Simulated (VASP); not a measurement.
# NbH2 (Fm-3m) in VASP: notebook

The runs below take NbH2 through vibrations by perturbation theory, with LDA.

All numbers are computed with VASP 6.6.1; they aren't measurements. Logs are shortened: lines on timing, memory, paths and dates and some standing lists are left out, and cuts for length are marked.

## Step 1: The cell of the first run

Symmetry: Fm-3m, No. 225, cubic system. Conventional cell: a = 4.528 Å, b = 4.528 Å, c = 4.528 Å, α = 90.00°, β = 90.00°, γ = 90.00°. Nb (site symmetry m-3m) has 8 H at 1.96 Å within 2.6 Å. Within 2.6 Å of H (site symmetry -43m) lie 4 Nb at 1.96 Å and 6 H at 2.26 Å.

## Step 2: Vibrations by perturbation theory, LDA (7.73 Å³/atom)

Contents of INCAR:

```
SYSTEM = NbH2
PREC = Accurate
ENCUT = 520
EDIFF = 1E-8
ISMEAR = -1
SIGMA = 0.15
LREAL = .FALSE.
LASPH = .TRUE.
NELM = 80
ALGO = Normal
ISIF = 2
LWAVE = .FALSE.
LCHARG = .TRUE.
NBANDS = 14
IBRION = 8
NSW = 1
```

Contents of KPOINTS:

```
regular mesh
0
G
  16 16 16
  0 0 0
```

Contents of POSCAR:

```
NbH2
1.0
    0.0000000000      2.2638410951      2.2638410951
    2.2638410951      0.0000000000      2.2638410951
    2.2638410951      2.2638410951      0.0000000000
Nb H
1 2
Direct
    0.0000000000      0.0000000000      0.0000000000
    0.2500000000      0.2500000000      0.2500000000
    0.7500000000      0.7500000000      0.7500000000
```

Potentials or basis: VASP PAW LDA potentials, release 64 (Nb_sv, H).

Launch:

```bash
$ cat potpaw_LDA.64/Nb_sv/POTCAR potpaw_LDA.64/H/POTCAR > POTCAR
$ mpirun -np 1 vasp_std > vasp.out
```

OUTCAR:

```text
SYSTEM = NbH2
   PREC = Accurate
   ENCUT = 520
   EDIFF = 1E-8
   ISMEAR = -1
   LREAL = .FALSE.
   LASPH = .TRUE.
   NELM = 80
   ISIF = 2
   IBRION = 8
   NSW = 1

 ion  position               nearest neighbor table
   1  0.000  0.000  0.000-   3 1.96   3 1.96   3 1.96   2 1.96   3 1.96   2 1.96   2 1.96   2 1.96

   2  0.250  0.250  0.250-   1 1.96   1 1.96   1 1.96   1 1.96
   3  0.750  0.750  0.750-   1 1.96   1 1.96   1 1.96   1 1.96

  LATTYP: Found a face centered cubic cell.
 ALAT       =     4.5276821902

  Lattice vectors:

 A1 = (   0.0000000000,   2.2638410951,   2.2638410951)
 A2 = (   2.2638410951,   0.0000000000,   2.2638410951)
 A3 = (   2.2638410951,   2.2638410951,   0.0000000000)

Analysis of symmetry for initial positions (statically):
=====================================================================
 Subroutine PRICEL returns:
 Original cell was already a primitive cell.

 Routine SETGRP: Setting up the symmetry group for a
 face centered cubic supercell.

 Subroutine GETGRP returns: Found 48 space group operations
 (whereof 48 operations were pure point group operations)
 out of a pool of 48 trial point group operations.

The static configuration has the point symmetry O_h .

Analysis of symmetry for dynamics (positions and initial velocities):
=====================================================================
 Subroutine PRICEL returns:
 Original cell was already a primitive cell.

 Routine SETGRP: Setting up the symmetry group for a
 face centered cubic supercell.

 Subroutine GETGRP returns: Found 48 space group operations
 (whereof 48 operations were pure point group operations)
 out of a pool of 48 trial point group operations.

The dynamic configuration has the point symmetry O_h .

 Subroutine INISYM returns: Found 48 space group operations
 (whereof 48 operations are pure point group operations),
 and found     1 'primitive' translations

----------------------------------------------------------------------------------------

                                     Primitive cell

  volume of cell :      23.2043

  direct lattice vectors                    reciprocal lattice vectors
     0.000000000  2.263841095  2.263841095    -0.220863558  0.220863558  0.220863558
     2.263841095  0.000000000  2.263841095     0.220863558 -0.220863558  0.220863558
     2.263841095  2.263841095  0.000000000     0.220863558  0.220863558 -0.220863558

  length of vectors
     3.201554780  3.201554780  3.201554780     0.382546905  0.382546905  0.382546905

  position of ions in fractional coordinates (direct lattice)
     0.000000000  0.000000000  0.000000000
     0.250000000  0.250000000  0.250000000
     0.750000000  0.750000000  0.750000000

  ion indices of the primitive-cell ions
   primitive index   ion index
                 1           1
                 2           2
                 3           3

----------------------------------------------------------------------------------------

 KPOINTS: regular mesh

Automatic generation of k-mesh.
 Grid dimensions read from file:
 generate k-points for:   16   16   16

 Generating k-lattice:

  Cartesian coordinates                     Fractional coordinates (reciprocal lattice)
    -0.013803972  0.013803972  0.013803972     0.062500000  0.000000000  0.000000000
     0.013803972 -0.013803972  0.013803972     0.000000000  0.062500000  0.000000000
     0.013803972  0.013803972 -0.013803972     0.000000000  0.000000000  0.062500000

  Length of vectors
     0.023909182  0.023909182  0.023909182

  Shift w.r.t. Gamma in fractional coordinates (k-lattice)
     0.000000000  0.000000000  0.000000000

 Subroutine IBZKPT returns following result:
 ===========================================

 Found    145 irreducible k-points:

 Following reciprocal coordinates:
            Coordinates               Weight
  0.000000  0.000000  0.000000      1.000000
  0.062500  0.000000  0.000000      8.000000
  0.125000  0.000000  0.000000      8.000000
  0.187500  0.000000  0.000000      8.000000
  0.250000  0.000000  0.000000      8.000000
  0.312500  0.000000  0.000000      8.000000
[... 16 lines left out ...]
 -0.125000  0.062500  0.000000     24.000000
 -0.062500  0.062500  0.000000     12.000000
 [... further k-points ...]
   k-points           NKPTS =    145   k-points in BZ     NKDIM =    145   number of bands    NBANDS=     14
   number of dos      NEDOS =    301   number of ions     NIONS =      3
   total plane-waves  NPLWV =  13824
   dimension x,y,z NGX =    24 NGY =   24 NGZ =   24
[... 34 lines left out ...]
     AMIX_MAG =   1.60;   BMIX_MAG =  1.00
  volume/ion in A,a.u.               =       7.73        52.20
  Fermi-wavevector in a.u.,A,eV,Ry     =   1.415520  2.674945 27.261947  2.003697
  Thomas-Fermi vector in A             =   2.536950
   LORBIT       =      0    0 simple, 1 ext, 2 COOP (PROOUT), +10 PAW based schemes
   GGA     = CA    functional components
   LHFCALC =     F    Hartree Fock is set to
   AEXX    =    0.0000 exact exchange contribution
   IVDW    =     0    specifies the selected vdW correction
   LEPSILON=     F    determine dielectric tensor
   LRPA    =     F    only Hartree local field effects (RPA)
 non-spin polarized calculation
  energy-cutoff  :      520.00
  volume of cell :       23.20
 maximum number of plane-waves:       637
   NGX = 11   NGY = 11   NGZ = 11

--------------------------------------- Ionic step        1  -------------------------------------------

 number of electron      14.9999998 magnetization

 Free energy of the ion-electron system (eV)
  ---------------------------------------------------
  ext. energy  EPLUGINS =         0.00000000
  ---------------------------------------------------
  free energy    TOTEN  =       -19.31407552 eV

  energy without entropy =      -19.23782603  energy(sigma->0) =      -19.27595077

 E-fermi :  10.0378     XC(G=0): -12.3550

 val. band max:        9.9958887912   @ k =   0.5000   0.2500   0.1250
 cond. band min:      10.0596542042   @ k =  -0.2500   0.2500   0.0625
 fundamental gap:      0.0637654131
 Fermi energy:        10.0378155513

 k-point     1 :       0.0000    0.0000    0.0000
  band No.  band energies     occupation
      1     -44.9949      2.00000
      2     -20.9103      2.00000
      3     -20.9103      2.00000
      4     -20.9103      2.00000
      5      -0.6779      2.00000
      6       8.6570      1.99980
      7       8.6570      1.99980
      8       8.6570      1.99980
      9       9.0329      1.99754
     10      11.3600      0.00030
     11      11.3600      0.00030
     12      22.6317      0.00000
     13      23.5169      0.00000
     14      23.5169      0.00000
[... 377 lines left out ...]
      1     -44.9853      2.00000
      2     -20.9837      2.00000
      3     -20.9301      2.00000
      4     -20.9154      2.00000
      5      -0.3867      2.00000
      6       6.8630      2.00000
      7       8.7976      1.99949
      8       8.8222      1.99940
      9      11.1220      0.00145
     10      11.1732      0.00103
     11      11.3553      0.00031
     12      20.7694      0.00000
     13      23.7328      0.00000
     14      24.2573      0.00000

 [... further k-points ...]

------------------------ aborting loop because EDIFF is reached ----------------------------------------

  FORCE on cell =-STRESS in cart. coord.  units (eV):
  Direction    XX          YY          ZZ          XY          YZ          ZX
  --------------------------------------------------------------------------------------
  -------------------------------------------------------------------------------------
  Total       -0.5712791     -0.5712791     -0.5712791      0.0000000     -0.0000000     -0.0000000
  in kB      -39.4449234    -39.4449234    -39.4449234      0.0000000     -0.0000000     -0.0000000
  external PRESSURE =     -39.4449234 kB  Pullay stress =       0.0000000 kB

 VOLUME and BASIS-vectors are now :
 -----------------------------------------------------------------------------
  energy-cutoff  :      520.00
  volume of cell :       23.20
      direct lattice vectors                 reciprocal lattice vectors
     0.000000000  2.263841095  2.263841095    -0.220863558  0.220863558  0.220863558
     2.263841095  0.000000000  2.263841095     0.220863558 -0.220863558  0.220863558
     2.263841095  2.263841095  0.000000000     0.220863558  0.220863558 -0.220863558

 POSITION                                       TOTAL-FORCE (eV/Angst)
 -----------------------------------------------------------------------------------
      0.00000      0.00000      0.00000        -0.000000     -0.000000      0.000000
      1.13192      1.13192      1.13192         0.000000      0.000000     -0.000000
      3.39576      3.39576      3.39576        -0.000000     -0.000000      0.000000
 -----------------------------------------------------------------------------------
    total drift:                               -0.000000      0.000000      0.000000

  FREE ENERGIE OF THE ION-ELECTRON SYSTEM (eV)
  ---------------------------------------------------
  free  energy   TOTEN  =       -19.3140755162 eV

  energy  without entropy=      -19.2378260297  energy(sigma->0) =      -19.27595077

[... ionic steps 2 to 3 ...]

--------------------------------------- Ionic step        4  -------------------------------------------

------------------------ aborting loop because EDIFF is reached ----------------------------------------

[... ionic steps 5 to 6 ...]

--------------------------------------- Ionic step        7  -------------------------------------------

 Free energy of the ion-electron system (eV)
  ---------------------------------------------------
  ---------------------------------------------------
  free energy    TOTEN  =        -0.01680751 eV

  energy without entropy =       -0.01680751

------------------------ aborting loop because EDIFF is reached ----------------------------------------

 INTERNAL STRAIN TENSOR  FOR ION    2  DIRECTION 1   (eV/Angst):
 -----------------------------------------------------------------------------
    -0.00145  0.00000  0.00000
     0.00000  0.00050 -4.96982
     0.00000 -4.96982  0.00050

 INTERNAL STRAIN TENSOR FOR ION    3 for displacements in x,y,z  (eV/Angst):
          X           Y           Z          XY          YZ          ZX
  --------------------------------------------------------------------------------
  x     0.00000    -0.00000    -0.00000     0.00000     4.96982     0.00000
  y    -0.00000     0.00000    -0.00000     0.00000     0.00000     4.96982
  z    -0.00000    -0.00000     0.00000     4.96982     0.00000     0.00000

 SECOND DERIVATIVES (NOT SYMMETRIZED)
 ------------------------------------
               1X          1Y          1Z          2X          2Y          2Z          3X          3Y          3Z
  1X    -8.854916    0.000000    0.000000    4.427458    0.000000    0.000000    4.427458    0.000000    0.000000
  1Y     0.000000   -8.854916    0.000000    0.000000    4.427458    0.000000    0.000000    4.427458    0.000000
  1Z     0.000000    0.000000   -8.854916    0.000000    0.000000    4.427458    0.000000    0.000000    4.427458
  2X     4.388581    0.000000    0.000000   -5.246203    0.000000    0.000000    0.857623    0.000000    0.000000
  2Y     0.000000    4.388581    0.000000    0.000000   -5.246203    0.000000    0.000000    0.857623   -0.000000
  2Z     0.000000    0.000000    4.388581    0.000000    0.000000   -5.246203    0.000000   -0.000000    0.857623
  3X     4.388581    0.000000    0.000000    0.857623    0.000000    0.000000   -5.246203    0.000000    0.000000
  3Y     0.000000    4.388581    0.000000    0.000000    0.857623   -0.000000    0.000000   -5.246203    0.000000
  3Z     0.000000    0.000000    4.388581    0.000000   -0.000000    0.857623    0.000000    0.000000   -5.246203

 Eigenvectors and eigenvalues of the dynamical matrix
 ----------------------------------------------------

   1 f  =   38.623515 THz   242.678703 2PiTHz 1288.341789 cm-1   159.733952 meV
             X         Y         Z           dx          dy          dz
      0.000000  0.000000  0.000000    -0.000000    0.000000   -0.000000
      1.131921  1.131921  1.131921     0.020332    0.706814    0.000000
      3.395762  3.395762  3.395762    -0.020332   -0.706814    0.000000
[... 43 lines left out ...]
   9 f/i=    0.021056 THz     0.132297 2PiTHz    0.702344 cm-1     0.087080 meV
             X         Y         Z           dx          dy          dz
      0.000000  0.000000  0.000000     0.819598   -0.474336    0.286372
      1.131921  1.131921  1.131921     0.085406   -0.049428    0.029841
      3.395762  3.395762  3.395762     0.085406   -0.049428    0.029841

--------------------------------------------------------------------------------------------------------

 ELASTIC MODULI CONTR FROM IONIC RELAXATION (kBar)
 Direction    XX          YY          ZZ          XY          YZ          ZX
 --------------------------------------------------------------------------------
 XX          -0.0000     -0.0000     -0.0000      0.0000     -0.0000      0.0000
 YY          -0.0000     -0.0000     -0.0000      0.0000      0.0000     -0.0000
 ZZ          -0.0000     -0.0000     -0.0000      0.0000      0.0000      0.0000
 XY           0.0000      0.0000      0.0000   -558.7932     -0.0000     -0.0000
 YZ          -0.0000      0.0000      0.0000     -0.0000   -558.7932      0.0000
 ZX           0.0000     -0.0000      0.0000     -0.0000      0.0000   -558.7932
 --------------------------------------------------------------------------------
```

Wall time 8.1 min (1 thread of Intel Xeon 8259CL, shared host); peak memory 0.5 GiB.

What came out:

```
Highest phonon frequency at Γ : 1288 cm⁻¹
```

Phonon frequencies in cm⁻¹ (negative: imaginary):
```csv
q point,frequencies
"(0.000, 0.000, 0.000)",-1 -1 -1 1104 1104 1104 1288 1288 1288
```

Caveat: the cell stands under pressure or tension, which shifts response properties.

(Continued in part 2 of 2.)
